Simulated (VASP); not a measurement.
Runs of VASP 6.6.1 on CaCo. The structure is that of space group Fm-3m (No. 225), or close to it. The cells are those of the table. 

```csv
cell,gap on the mesh (eV),pressure (GPa),moment (μB)
"a = 3.681 Å, angles 60.0°, 2 atoms",none,18.3,(b)
"a = 3.584 Å, angles 60.0°, 2 atoms",none,25.7,1.00
"a = 3.657 Å, angles 60.0°, 2 atoms",none,19.9,1.00
"a = 3.633 Å, angles 60.0°, 2 atoms",none,21.7,1.00
"a = 3.559 Å, angles 60.0°, 2 atoms",none,28.0,(a)
"a = 3.609 Å, angles 60.0°, 2 atoms",none,23.6,1.00
"a = 3.705 Å, angles 60.0°, 2 atoms",none,16.9,1.02
```

Alike in all rows: task single point; level PBE; potentials or basis VASP PAW PBE potentials, release 64 (Ca_sv, Co); spin collinear, ferromagnetic start; k mesh 9 × 9 × 9; cutoff (eV) 520; smearing fermi-dirac 0.05 eV.

**Question.** Estimate the missing entries.

**Answer.** (a) 0.99; (b) 1.01.

A gap of «none» marks levels without a gap at the run's occupations.
